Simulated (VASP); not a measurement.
Ga3P: single point with r2SCAN

Ga3P:

```xyz
4
Lattice="3.7282 0.0000 0.0000 0.0000 3.7282 0.0000 0.0000 0.0000 6.4890" Properties=species:S:1:pos:R:3 pbc="T T T"
Ga    1.8641    0.0000    5.0513
Ga    0.0000    1.8641    1.4377
Ga    1.8641    1.8641    3.2445
P     0.0000    0.0000    0.0000
```

| Quantity | Value |
| --- | --- |
| Program | VASP 6.6.1 |
| Task | single point |
| Functional | r2SCAN |
| Potentials or basis | VASP PAW PBE potentials, release 64 (Ga_d, P) |
| Cutoff | 520 eV |
| k mesh | 10 × 10 × 6 |
| Occupations | gaussian, width 0.1 eV |
| Spin | no spin polarisation |
| Dipole correction | no |
| Further INCAR settings | ALGO = Normal; EDIFF = 1e-06; NBANDS = 30 |

| Quantity | Value |
| --- | --- |
| Pressure | -2.4 GPa |
| Largest force | 0.038 eV/Å |
| Band gap on the k mesh | zero (band 22 reaches 6.03 eV, above the bottom of band 23 at 1.75 eV) |

Forces on the atoms (eV/Å):
```
Ga   0.000  0.000  0.038
Ga   0.000  0.000 -0.038
Ga   0.000  0.000  0.000
P    0.000  0.000  0.000
```

Stress tensor (GPa, compression positive):
```
-2.25  0.00  0.00
 0.00 -2.25  0.00
 0.00  0.00 -2.66
```

Levels at points of the mesh, in eV from the Fermi level:
```
           k point  band 19  band 20  band 21  band 22  band 23  band 24  band 25  band 26
(0.00, 0.00, 0.00)    -1.60    -1.60     0.20     1.96     3.14     3.14     3.17     4.14
(0.50, 0.00, 0.00)    -4.60    -2.86    -2.85    -0.86     3.05     3.90     5.01     5.95
(0.50, 0.50, 0.00)    -5.00    -3.18    -1.84    -1.84    -0.74     1.68     2.14     2.14
(0.00, 0.00, 0.50)    -3.61    -1.47    -1.47     2.02     2.02     3.09     3.33     5.69
(0.50, 0.00, 0.50)    -5.76    -1.12    -0.85    -0.43     1.59     1.93     3.19     4.60
(0.50, 0.50, 0.50)    -4.83    -3.37    -2.31    -2.31    -1.76     4.51     4.51     4.71
```

It took 8.9 min on 1 thread of Intel(R) Xeon(R) 6975P-C (Granite Rapids) (shared host), peak memory 0.32 GiB.

Caveat: the PAW data sets were made with another functional, which shifts forces and pressure a little.
